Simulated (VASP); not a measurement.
Crystal: SrTe.

```xyz
2
Lattice="0.0000 3.3527 3.3527 3.3527 0.0000 3.3527 3.3527 3.3527 0.0000" Properties=species:S:1:pos:R:3 pbc="T T T"
Sr    0.0000    0.0000    0.0000
Te    3.3527    3.3527    3.3527
```

Base run:

| Property | Result |
| --- | --- |
| Program | VASP 6.6.1 |
| Functional | PBE |
| Potentials or basis | VASP PAW PBE potentials, release 64 (Sr_sv, Te) |
| Cutoff | 500 eV |
| k mesh | 4 × 4 × 4 |
| Occupations | gaussian, width 0.01 eV |
| Spin | no spin polarisation |

Its results: band gap on the k mesh 1.74 eV (least direct gap 2.47 eV); pressure 0.4 GPa.

Problem. After a change of settings the same cell gave: band gap on the k mesh 3.18 eV (least direct gap 4.01 eV); pressure -0.2 GPa. Which change was it?
A. functional from PBE to r2SCAN; cutoff from 500 eV to 550 eV
B. k mesh from 4 × 4 × 4 to 6 × 6 × 6
C. functional from PBE to HSE06; cutoff from 500 eV to 400 eV
D. functional from PBE to PBE0; cutoff from 500 eV to 400 eV

Solution. D.

Caveats: spin-orbit coupling is left out, which moves the levels of the heavy elements; the PAW data sets were made with another functional, which shifts forces and pressure a little (at least some runs).
